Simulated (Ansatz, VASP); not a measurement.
## Two plane-wave programs on VN2

```
V N
1.0
    -2.15075    2.15075    2.49135
     2.15075   -2.15075    2.49135
     2.15075    2.15075   -2.49135
V N
2 4
Direct
  0.25000 0.25000 0.00000
  0.75000 0.75000 0.00000
  0.11510 0.61510 0.73020
  0.61510 0.88490 0.50000
  0.88490 0.38490 0.26980
  0.38490 0.11510 0.50000
```

Alike in both runs: task single point; functional PBEsol; k mesh 12 × 12 × 12; occupations gaussian, width 0.5 eV; no spin polarisation.

```csv
,VASP,Ansatz
version,VASP 6.6.1,Ansatz 0.2.0
potentials or method,"VASP PAW PBE potentials, release 64 (V_sv, N), cutoff 520 eV","scalar-relativistic, plane waves, PAW"
valence electrons in the cell,46,46
```

VASP gave:

- gap on the k mesh at the Fermi level (eV): none
- pressure (GPa): -10.0
- traceless stress, the component that is largest in VASP (GPa): 1.89
- rms of the force components (eV/Å): 0.180

Problem. Estimate Ansatz's values.

Solution. gap on the k mesh at the Fermi level (eV): none; pressure (GPa): -10.7; traceless stress, the component that is largest in VASP (GPa): 2.18; rms of the force components (eV/Å): 0.217.

VASP's potentials were made for PBE, not for PBEsol. Atom by atom the forces differ by 0.038 eV/Å (rms over components). A gap of «none» marks a metal or a gap that the smearing closes.
